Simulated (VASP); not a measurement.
Wanted: the native input for a VASP 6.6.1 run.

```yaml
Task: single point
Functional: r2SCAN
Potentials_or_basis: VASP PAW PBE potentials, release 64 (Li_sv)
Cutoff: 830 eV
k_mesh: 18 × 18 × 18
Occupations: gaussian, width 0.15 eV
Spin: no spin polarisation
Dipole_correction: no
Further_INCAR_settings: ALGO = Normal; EDIFF = 1e-06; NBANDS = 8
```

Crystal: Li.

```
CELL_PARAMETERS angstrom
0.00000 2.31210 2.09190
2.31210 0.00000 2.09190
2.31210 2.31210 0.00000
ATOMIC_POSITIONS crystal
Li 0.00000 0.00000 0.00000
```

This cell differs from its parent crystal: strain +0.050 along x and y, -0.050 along z.

The input as run:

POSCAR

```
Li
1.0
    0.0000000000      2.3121000000      2.0919000000
    2.3121000000      0.0000000000      2.0919000000
    2.3121000000      2.3121000000      0.0000000000
Li
1
Direct
    0.0000000000      0.0000000000      0.0000000000
```

INCAR.step1

```
  PREC = Accurate
  ENCUT = 830
  ISMEAR = 0
  SIGMA = 0.15
  LREAL = False
  LASPH = True
  NELM = 120
  NBANDS = 8
  GGA = PE
  ALGO = Normal
  EDIFF = 1E-5
  LWAVE = True
  LCHARG = False
  GGA_COMPAT = False
```

INCAR.step2

```
  PREC = Accurate
  ENCUT = 830
  EDIFF = 1E-6
  ISMEAR = 0
  SIGMA = 0.15
  LREAL = False
  LASPH = True
  NELM = 120
  ALGO = Normal
  ISIF = 2
  LWAVE = False
  LCHARG = False
  METAGGA = R2SCAN
  LMIXTAU = True
  NBANDS = 8
  ISTART = 1
  GGA_COMPAT = False
```

KPOINTS

```
Automatic mesh
0
Gamma
  18 18 18
```

Potentials or basis: VASP PAW PBE potentials, release 64 (Li_sv).

Command:

```sh
$ cat potpaw_PBE.64/Li_sv/POTCAR > POTCAR
$ cp INCAR.step1 INCAR
$ mpirun -np 1 vasp_std > vasp.out
$ cp INCAR.step2 INCAR
$ mpirun -np 1 vasp_std > vasp.out
```

It gave:

```
Pressure               : -0.8 GPa
Band gap on the k mesh : zero (an odd number of electrons rules out a gap without spin polarisation)
```

Caveat: the cell differs from its parent crystal (strain +0.050 along x and y, -0.050 along z); the PAW data sets were made with another functional, which shifts forces and pressure a little.

Wall time 15 min on 1 thread of Oxide Virtual Turin-like Processor (shared host), peak memory 0.23 GiB.
